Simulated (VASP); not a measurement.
Here is a VASP 6.6.1 calculation.

Contents of INCAR:

```
PREC = Accurate
ENCUT = 600
EDIFF = 1E-6
ISMEAR = 1
SIGMA = 0.065
LREAL = False
LASPH = True
NELM = 120
ALGO = Normal
ISIF = 2
LWAVE = False
LCHARG = False
GGA = PE
NBANDS = 15
GGA_COMPAT = False
```

Contents of KPOINTS:

```
regular mesh
0
Gamma
  6 6 6
```

Contents of POSCAR:

```
SrO
1.0
    0.0000000000      2.5837846888      2.5837846888
    2.5837846888      0.0000000000      2.5837846888
    2.5837846888      2.5837846888      0.0000000000
Sr O
1 1
Direct
    0.5000000000      0.5000000000      0.5000000000
    0.0000000000      0.0000000000      0.0000000000
```

Potentials or basis: VASP PAW PBE potentials, release 64 (Sr_sv, O).

The run is started by

```bash
$ cat potpaw_PBE.64/Sr_sv/POTCAR potpaw_PBE.64/O/POTCAR > POTCAR
$ mpirun -np 1 vasp_std > vasp.out
```

Task: Estimate the band gap on the k mesh.

Result: 3.27 eV, indirect (least direct gap 3.37 eV).

Task: What does it give for the pressure?

Result: 1.8 GPa.

A k mesh can miss the band edges. As with any semilocal functional, this PBE gap is likely too small.
